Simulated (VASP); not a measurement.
# Ge (P6_3/mmc) in VASP: a series of runs

Ge is run at these levels: PBEsol; tasks: single point, relaxation of cell and atoms.

Program: VASP 6.6.1. These are calculated values, not measurements. Logs are shortened: lines on timing, memory, paths and dates and some standing lists are left out, and cuts for length are marked.

### 1 The cell of the first run

Symmetry: P6_3/mmc, No. 194, hexagonal system. The conventional cell has a = 3.997 Å, b = 3.997 Å, c = 6.596 Å, α = 90.00°, β = 90.00°, γ = 120.00°. Ge (site symmetry 3m) has 4 Ge at 2.45 to 2.47 Å within 3.2 Å.

This isn't the form of Ge at room conditions, which is diamond.

### 2 Single point, PBEsol

Input file INCAR:

```
ALGO = Normal ; EDIFF = 1E-6
ENCUT = 520 ; GGA = PS
ISIF = 2 ; ISMEAR = 0
LASPH = True ; LCHARG = True
LELF = True ; LREAL = False
LVHAR = True ; LWAVE = False
NBANDS = 36 ; NELM = 80
PREC = Accurate ; SIGMA = 0.1
```

Input file KPOINTS:

```
k-points
0
Gamma
  6 6 4
```

Input file POSCAR:

```
Ge
1.0
    3.9969679315      0.0000000000      0.0000000000
   -1.9984839658      3.4614757667      0.0000000000
    0.0000000000      0.0000000000      6.5963649799
Ge
4
Direct
    0.6666666667      0.3333333333      0.0629118514
    0.3333333333      0.6666666667      0.5629118514
    0.6666666667      0.3333333333      0.4370881486
    0.3333333333      0.6666666667      0.9370881486
```

Potentials or basis: VASP PAW PBE potentials, release 64 (Ge_d).

Command:

```
$ cat potpaw_PBE.64/Ge_d/POTCAR > POTCAR
$ mpirun -np 1 vasp_std > vasp.out
```

OUTCAR:

```text
EDIFF = 1E-6
   ENCUT = 520
   GGA = PS
   ISIF = 2
   ISMEAR = 0
   LASPH = True
   LREAL = False
   NELM = 80
   PREC = Accurate

 ion  position               nearest neighbor table
   1  0.667  0.333  0.063-   4 2.45   4 2.45   4 2.45   3 2.47
   2  0.333  0.667  0.563-   3 2.45   3 2.45   3 2.45   4 2.47
   3  0.667  0.333  0.437-   2 2.45   2 2.45   2 2.45   1 2.47
   4  0.333  0.667  0.937-   1 2.45   1 2.45   1 2.45   2 2.47

  LATTYP: Found a hexagonal cell.
 ALAT       =     3.9969679315
 C/A-ratio  =     1.6503422326

  Lattice vectors:

 A1 = (   3.9969679315,   0.0000000000,   0.0000000000)
 A2 = (  -1.9984839658,   3.4614757667,   0.0000000000)
 A3 = (   0.0000000000,   0.0000000000,   6.5963649799)

Analysis of symmetry for initial positions (statically):
=====================================================================
 Subroutine PRICEL returns:
 Original cell was already a primitive cell.

 Routine SETGRP: Setting up the symmetry group for a
 hexagonal supercell.

 Subroutine GETGRP returns: Found 24 space group operations
 (whereof 12 operations were pure point group operations)
 out of a pool of 24 trial point group operations.

The static configuration has the point symmetry D_3d.
 The point group associated with its full space group is D_6h.

Analysis of symmetry for dynamics (positions and initial velocities):
=====================================================================
 Subroutine PRICEL returns:
 Original cell was already a primitive cell.

 Routine SETGRP: Setting up the symmetry group for a
 hexagonal supercell.

 Subroutine GETGRP returns: Found 24 space group operations
 (whereof 12 operations were pure point group operations)
 out of a pool of 24 trial point group operations.

The dynamic configuration has the point symmetry D_3d.
 The point group associated with its full space group is D_6h.

 Subroutine INISYM returns: Found 24 space group operations
 (whereof 12 operations are pure point group operations),
 and found     1 'primitive' translations

----------------------------------------------------------------------------------------

                                     Primitive cell

  volume of cell :      91.2634

  direct lattice vectors                    reciprocal lattice vectors
     3.996967931  0.000000000  0.000000000     0.250189648  0.144447061  0.000000000
    -1.998483966  3.461475767  0.000000000     0.000000000  0.288894121  0.000000000
     0.000000000  0.000000000  6.596364980     0.000000000  0.000000000  0.151598646

  length of vectors
     3.996967931  3.996967931  6.596364980     0.288894121  0.288894121  0.151598646

  position of ions in fractional coordinates (direct lattice)
     0.666666667  0.333333333  0.062911851
     0.333333333  0.666666667  0.562911851
     0.666666667  0.333333333  0.437088149
     0.333333333  0.666666667  0.937088149

  ion indices of the primitive-cell ions
   primitive index   ion index
                 1           1
                 2           2
                 3           3
                 4           4

----------------------------------------------------------------------------------------

 KPOINTS: k-points

Automatic generation of k-mesh.
 Grid dimensions read from file:
 generate k-points for:    6    6    4

 Generating k-lattice:

  Cartesian coordinates                     Fractional coordinates (reciprocal lattice)
     0.041698275  0.024074510  0.000000000     0.166666667  0.000000000  0.000000000
     0.000000000  0.048149020  0.000000000     0.000000000  0.166666667  0.000000000
     0.000000000  0.000000000  0.037899662     0.000000000  0.000000000  0.250000000

  Length of vectors
     0.048149020  0.048149020  0.037899662

  Shift w.r.t. Gamma in fractional coordinates (k-lattice)
     0.000000000  0.000000000  0.000000000

 Subroutine IBZKPT returns following result:
 ===========================================

 Found     21 irreducible k-points:

 Following reciprocal coordinates:
            Coordinates               Weight
  0.000000  0.000000  0.000000      1.000000
  0.166667 -0.000000  0.000000      6.000000
  0.333333 -0.000000  0.000000      6.000000
  0.500000  0.000000  0.000000      3.000000
  0.166667  0.166667  0.000000      6.000000
  0.333333  0.166667  0.000000     12.000000
[... 13 lines left out ...]
  0.333333  0.166667  0.500000     12.000000
  0.333333  0.333333  0.500000      2.000000
   k-points           NKPTS =     21   k-points in BZ     NKDIM =     21   number of bands    NBANDS=     36
   number of dos      NEDOS =    301   number of ions     NIONS =      4
   total plane-waves  NPLWV =  45000
   dimension x,y,z NGX =    30 NGY =   30 NGZ =   50
   dimension x,y,z NGXF=    60 NGYF=   60 NGZF=  100
   ions per type =               4
   NGX,Y,Z   is equivalent  to a cutoff of  12.48, 12.48, 12.60 a.u.
   NGXF,Y,Z  is equivalent  to a cutoff of  24.96, 24.96, 25.20 a.u.
 SYSTEM =  unknown system
   PREC   = accura    normal or accurate (medium, high low for compatibility)
   ISTART =      0    job   : 0-new  1-cont  2-samecut
   ICHARG =      2    charge: 1-file 2-atom 10-const
   ISPIN  =      1    spin polarized calculation?
   LNONCOLLINEAR =      F non collinear calculations
   LSORBIT =      F    spin-orbit coupling
   LASPH  =      T    aspherical Exc in radial PAW
   ENCUT  =  520.0 eV  38.22 Ry    6.18 a.u.   7.43  7.43 12.26*2*pi/ulx,y,z
   NELM   =     80;   NELMIN=  2; NELMDL= -5     # of ELM steps
   EDIFF  = 0.1E-05   stopping-criterion for ELM
   LREAL  =      F    real-space projection
   EDIFFG = 0.1E-04   stopping-criterion for IOM
   NSW    =      0    number of steps for IOM
   IBRION =     -1    ionic relax: 0-MD 1-quasi-New 2-CG
   NFREE  =      0    steps in history (QN), initial steepest desc. (CG)
   ISIF   =      2    stress and relaxation
   ISYM   =      2    0-nonsym 1-usesym 2-fastsym
   POTIM  = 0.5000    time-step for ionic-motion
   TEBEG  =    0.0;   TEEND  =   0.0 temperature during run
   PSTRESS=    0.0 pullay stress
   NELECT =      56.0000    total number of electrons
   NUPDOWN=      -1.0000    fix difference up-down
   EMIN   =  10.00;   EMAX   =-10.00  energy-range for DOS
   EFERMI =   0.00;   METHOD = LEGACY
   ISMEAR =     0;   SIGMA  =   0.10  broadening in eV -4-tet -1-fermi 0-gaus
   EFERMI_NEDOS =   21; number of points for ismear=-14 and -15
   IALGO  =     38    algorithm
   IMIX   =      4    mixing-type and parameters
     AMIX     =   0.40;   BMIX     =  1.00
     AMIX_MAG =   1.60;   BMIX_MAG =  1.00
  volume/ion in A,a.u.               =      22.82       153.97
  Fermi-wavevector in a.u.,A,eV,Ry     =   1.391144  2.628880 26.331090  1.935281
  Thomas-Fermi vector in A             =   2.515011
   LORBIT       =      0    0 simple, 1 ext, 2 COOP (PROOUT), +10 PAW based schemes
   GGA     = PS    functional components
   LHFCALC =     F    Hartree Fock is set to
   AEXX    =    0.0000 exact exchange contribution
   IVDW    =     0    specifies the selected vdW correction
   LEPSILON=     F    determine dielectric tensor
   LRPA    =     F    only Hartree local field effects (RPA)
 non-spin polarized calculation
 Gauss-broadening in eV      SIGMA  =   0.10
  energy-cutoff  :      520.00
  volume of cell :       91.26
 maximum number of plane-waves:      2491
 NGX is ok and might be reduce to    30
   NGX = 15   NGY = 15   NGZ = 25

 number of electron      56.0000054 magnetization

 Free energy of the ion-electron system (eV)
  ---------------------------------------------------
  ext. energy  EPLUGINS =         0.00000000
  ---------------------------------------------------
  free energy    TOTEN  =       -19.64394436 eV

  energy without entropy =      -19.64282282  energy(sigma->0) =      -19.64338359

 E-fermi :   4.8354     XC(G=0): -10.0838

 val. band max:        4.8097080443   @ k =   0.0000   0.0000   0.0000
 cond. band min:       4.9039821123   @ k =   0.0000   0.0000   0.2500
 fundamental gap:      0.0942740680
 Fermi energy:         4.8354489943

 k-point     1 :       0.0000    0.0000    0.0000
  band No.  band energies     occupation
      1     -19.9991      2.00000
      2     -19.9991      2.00000
      3     -19.9618      2.00000
      4     -19.9605      2.00000
      5     -19.9605      2.00000
      6     -19.9487      2.00000
[... 28 lines left out ...]
     35       9.3784      0.00000
     36      10.7862      0.00000

 k-point     2 :       0.1667   -0.0000    0.0000
  band No.  band energies     occupation
      1     -20.0123      2.00000
      2     -20.0037      2.00000
      3     -19.9752      2.00000
      4     -19.9686      2.00000
      5     -19.9596      2.00000
      6     -19.9333      2.00000
[... 28 lines left out ...]
     35      10.4982      0.00000
     36      10.5496      0.00000

 k-point     3 :       0.3333   -0.0000    0.0000
  band No.  band energies     occupation
      1     -20.0191      2.00000
      2     -20.0078      2.00000
      3     -19.9932      2.00000
      4     -19.9785      2.00000
      5     -19.9487      2.00000
      6     -19.9210      2.00000
[... 28 lines left out ...]
     35      11.6409      0.00000
     36      11.7993      0.00000

 k-point     4 :       0.5000    0.0000    0.0000
  band No.  band energies     occupation
      1     -20.0137      2.00000
      2     -20.0083      2.00000
      3     -20.0058      2.00000
      4     -19.9818      2.00000
      5     -19.9354      2.00000
      6     -19.9176      2.00000
[... 28 lines left out ...]
     35      12.2803      0.00000
     36      12.8055      0.00000

 k-point     5 :       0.1667    0.1667    0.0000
  band No.  band energies     occupation
      1     -20.0174      2.00000
      2     -20.0130      2.00000
      3     -19.9866      2.00000
      4     -19.9826      2.00000
      5     -19.9457      2.00000
      6     -19.9229      2.00000
[... 538 lines left out ...]
 k-point    19 :       0.1667    0.1667    0.5000
  band No.  band energies     occupation
      1     -19.9990      2.00000
      2     -19.9990      2.00000
      3     -19.9922      2.00000
      4     -19.9922      2.00000
      5     -19.9431      2.00000
      6     -19.9431      2.00000
[... 28 lines left out ...]
     35      10.5387      0.00000
     36      10.5387      0.00000

 k-point    20 :       0.3333    0.1667    0.5000
  band No.  band energies     occupation
      1     -20.0067      2.00000
      2     -20.0067      2.00000
      3     -19.9923      2.00000
      4     -19.9923      2.00000
      5     -19.9319      2.00000
      6     -19.9319      2.00000
[... 28 lines left out ...]
     35      11.6440      0.00000
     36      11.6440      0.00000

 k-point    21 :       0.3333    0.3333    0.5000
  band No.  band energies     occupation
      1     -20.0146      2.00000
      2     -20.0146      2.00000
      3     -19.9925      2.00000
      4     -19.9925      2.00000
      5     -19.9261      2.00000
      6     -19.9261      2.00000
[... 28 lines left out ...]
     35      11.4395      0.00000
     36      11.4395      0.00000

------------------------ aborting loop because EDIFF is reached ----------------------------------------

  FORCE on cell =-STRESS in cart. coord.  units (eV):
  Direction    XX          YY          ZZ          XY          YZ          ZX
  --------------------------------------------------------------------------------------
  -------------------------------------------------------------------------------------
  Total        0.1122796      0.1122796     -0.2476257     -0.0000000      0.0000000      0.0000000
  in kB        1.9711275      1.9711275     -4.3472000     -0.0000000      0.0000000      0.0000000
  external PRESSURE =      -0.1349816 kB  Pullay stress =       0.0000000 kB

 VOLUME and BASIS-vectors are now :
 -----------------------------------------------------------------------------
  energy-cutoff  :      520.00
  volume of cell :       91.26
      direct lattice vectors                 reciprocal lattice vectors
     3.996967931  0.000000000  0.000000000     0.250189648  0.144447061  0.000000000
    -1.998483966  3.461475767  0.000000000     0.000000000  0.288894121  0.000000000
     0.000000000  0.000000000  6.596364980     0.000000000  0.000000000  0.151598646

 POSITION                                       TOTAL-FORCE (eV/Angst)
 -----------------------------------------------------------------------------------
      1.99848      1.15383      0.41499        -0.000000      0.000000      0.001130
     -0.00000      2.30765      3.71317         0.000000      0.000000      0.001130
      1.99848      1.15383      2.88319        -0.000000     -0.000000     -0.001130
     -0.00000      2.30765      6.18138         0.000000     -0.000000     -0.001130
 -----------------------------------------------------------------------------------
    total drift:                               -0.000000      0.000000      0.000000

  FREE ENERGIE OF THE ION-ELECTRON SYSTEM (eV)
  ---------------------------------------------------
  free  energy   TOTEN  =       -19.6439443633 eV

  energy  without entropy=      -19.6428228235  energy(sigma->0) =      -19.64338359
```

Wall time 76 s (1 thread of AMD EPYC 7R43 (Zen 3), shared host); peak memory 0.17 GiB.

Results:

```yaml
Free_energy: -19.6439 eV
Pressure: 0.0 GPa
Band_gap_on_the_k_mesh: 0.09 eV (least direct gap 0.15 eV)
```

Caveat: the PAW data sets were made with another functional, which shifts forces and pressure a little. A k mesh can miss the band edges.

### 3 Relaxation of cell and atoms, PBEsol

Input file INCAR:

```
SYSTEM = Ge
  PREC = Accurate
  ENCUT = 600
  EDIFF = 1E-7
  ISMEAR = 0
  SIGMA = 0.01
  LREAL = .FALSE.
  LASPH = .TRUE.
  NELM = 80
  ALGO = Normal
  ISIF = 3
  LWAVE = .FALSE.
  LCHARG = .FALSE.
  GGA = PS
  IBRION = 2
  NSW = 100
  EDIFFG = -0.005
```

Input file KPOINTS:

```
Automatic mesh
0
G
  12 12 6
  0 0 0
```

Input file POSCAR:

```
Ge
1.0
    3.9975858431      0.0000000000      0.0000000000
   -1.9987929216      3.4620108940      0.0000000000
    0.0000000000      0.0000000000      6.5993779500
Ge
4
Direct
    0.6666666700      0.3333333300      0.0629012500
    0.3333333300      0.6666666700      0.5629012500
    0.6666666700      0.3333333300      0.4370987500
    0.3333333300      0.6666666700      0.9370987500
```

Potentials or basis: VASP PAW PBE potentials, release 64 (Ge_d).

Command:

```
$ cat potpaw_PBE.64/Ge_d/POTCAR > POTCAR
$ mpirun -np 1 vasp_std > vasp.out
```

OUTCAR:

```text
SYSTEM = Ge
   PREC = Accurate
   ENCUT = 600
   EDIFF = 1E-7
   ISMEAR = 0
   LREAL = .FALSE.
   LASPH = .TRUE.
   NELM = 80
   ISIF = 3
   GGA = PS
   IBRION = 2
   NSW = 100
   EDIFFG = -0.005

 ion  position               nearest neighbor table
   1  0.667  0.333  0.063-   4 2.45   4 2.45   4 2.45   3 2.47
   2  0.333  0.667  0.563-   3 2.45   3 2.45   3 2.45   4 2.47
   3  0.667  0.333  0.437-   2 2.45   2 2.45   2 2.45   1 2.47
   4  0.333  0.667  0.937-   1 2.45   1 2.45   1 2.45   2 2.47

  LATTYP: Found a hexagonal cell.
 ALAT       =     3.9975858431
 C/A-ratio  =     1.6508408347

  Lattice vectors:

 A1 = (   3.9975858431,   0.0000000000,   0.0000000000)
[... 341 lines left out ...]
  ext. energy  EPLUGINS =         0.00000000
  ---------------------------------------------------
  free energy    TOTEN  =       -19.68443989 eV

  energy without entropy =      -19.68441387  energy(sigma->0) =      -19.68442688

 E-fermi :   4.8150     XC(G=0): -10.0935

 val. band max:        4.8078812034   @ k =   0.0833   0.0000   0.0000
 cond. band min:       4.8346129766   @ k =   0.0000   0.0000   0.0000
 fundamental gap:      0.0267317732
 Fermi energy:         4.8149897165

 k-point     1 :       0.0000    0.0000    0.0000
  band No.  band energies     occupation
      1     -19.9935      2.00000
      2     -19.9935      2.00000
      3     -19.9555      2.00000
      4     -19.9550      2.00000
      5     -19.9550      2.00000
      6     -19.9419      2.00000
[... 853 lines left out ...]
     32       8.8097      0.00000
     33       9.4499      0.00000

 [... further k-points ...]

------------------------ aborting loop because EDIFF is reached ----------------------------------------

  FORCE on cell =-STRESS in cart. coord.  units (eV):
  Direction    XX          YY          ZZ          XY          YZ          ZX
  --------------------------------------------------------------------------------------
  -------------------------------------------------------------------------------------
  Total        0.0169465      0.0169465     -0.0011415     -0.0000000     -0.0000000      0.0000000
  in kB        0.2979488      0.2979488     -0.0200700     -0.0000000     -0.0000000      0.0000000
  external PRESSURE =       0.1919426 kB  Pullay stress =       0.0000000 kB
[... 19 lines left out ...]
  FREE ENERGIE OF THE ION-ELECTRON SYSTEM (eV)
  ---------------------------------------------------
  free  energy   TOTEN  =       -19.6844398949 eV

  energy  without entropy=      -19.6844138682  energy(sigma->0) =      -19.68442688

 reached required accuracy - stopping structural energy minimisation
```

OSZICAR:

```text
N       E                     dE             d eps       ncg     rms          rms(c)
DAV:   1     0.500374463804E+03    0.50037E+03   -0.31441E+04  5718   0.503E+03
DAV:   2     0.654610579158E+02   -0.43491E+03   -0.42769E+03  5032   0.871E+02
DAV:   3    -0.154738537655E+02   -0.80935E+02   -0.80153E+02  5698   0.224E+02
DAV:   4    -0.198876542079E+02   -0.44138E+01   -0.44048E+01  5749   0.620E+01
[... 39 lines left out ...]
DAV:   2    -0.196844475394E+02    0.20539E-04   -0.87908E-05  5797   0.118E-01    0.175E-02
DAV:   3    -0.196844397012E+02    0.78383E-05   -0.17285E-05  6690   0.539E-02    0.384E-03
DAV:   4    -0.196844396704E+02    0.30748E-07   -0.20261E-06  5209   0.197E-02    0.241E-03
DAV:   5    -0.196844398732E+02   -0.20275E-06   -0.19393E-07  2834   0.675E-03    0.581E-04
DAV:   6    -0.196844398949E+02   -0.21777E-07   -0.29609E-08  2591   0.186E-03
   5 F= -.19684440E+02 E0= -.19684427E+02  d E =-.554718E-05
```

CONTCAR:

```text
Ge
   1.00000000000000
     3.9956478725482421    0.0000000000000280   -0.0000000000000000
    -1.9978239363240724    3.4603325622702807    0.0000000000000000
     0.0000000000000000   -0.0000000000000000    6.5908799519645864
  Ge
     4
Direct
     0.6666666699999979    0.3333333300000021    0.0628320433193833
     0.3333333300000021    0.6666666699999979    0.5628320433193832
     0.6666666699999979    0.3333333300000021    0.4371679566806167
     0.3333333300000021    0.6666666699999979    0.9371679566806168

  0.00000000E+00  0.00000000E+00  0.00000000E+00
  0.00000000E+00  0.00000000E+00  0.00000000E+00
  0.00000000E+00  0.00000000E+00  0.00000000E+00
  0.00000000E+00  0.00000000E+00  0.00000000E+00
```

Run time: 5.4 min. Hardware: 1 thread of Intel Xeon 6975P-C (Granite Rapids), shared host; peak memory 0.37 GiB.

What came out:

* Free energy: -19.6844 eV
* Relaxed volume: 22.78 Å³/atom
* Relaxed cell: a = 3.996 Å, b = 3.996 Å, c = 6.591 Å, α = 90.00°, β = 90.00°, γ = 120.00°
* Space group after relaxing (to 0.1 Å): P6_3/mmc (No. 194)
* Energy gained by relaxing: 0.0 meV/atom
* Ionic steps: 5
* Pressure after relaxing: 0.0 GPa
* Band gap on the k mesh: zero (bands 28 and 29 overlap by 0.03 eV)

Final structure:
```cif
data_structure
_symmetry_space_group_name_H-M 'P 1'
_symmetry_Int_Tables_number 1
_cell_length_a 3.9956
_cell_length_b 3.9956
_cell_length_c 6.5909
_cell_angle_alpha 90.000
_cell_angle_beta 90.000
_cell_angle_gamma 120.000
_cell_volume 91.13
loop_
_atom_site_label
_atom_site_type_symbol
_atom_site_fract_x
_atom_site_fract_y
_atom_site_fract_z
_atom_site_occupancy
Ge1 Ge 0.66667 0.33333 0.06283 1
Ge2 Ge 0.33333 0.66667 0.56283 1
Ge3 Ge 0.66667 0.33333 0.43717 1
Ge4 Ge 0.33333 0.66667 0.93717 1
```

Levels at points of the mesh, in eV from the Fermi level:
| k point | band 26 | band 27 | band 28 | band 29 | band 30 | band 31 |
| --- | --- | --- | --- | --- | --- | --- |
| (0.00, 0.00, 0.00) | -0.12 | -0.10 | 0.02 | 0.16 | 0.16 | 2.28 |
| (0.50, 0.00, 0.00) | -3.05 | -2.81 | -1.41 | 0.49 | 1.65 | 3.53 |
| (0.00, 0.00, 0.50) | -0.83 | -0.83 | -0.83 | 0.68 | 0.68 | 3.38 |
| (0.50, 0.00, 0.50) | -2.52 | -2.39 | -2.39 | 0.51 | 0.51 | 2.09 |

Caveat: semilocal functionals underestimate gaps, so a narrow gap can read as zero; the PAW data sets were made with another functional, which shifts forces and pressure a little.

[end of part 1 of 2]
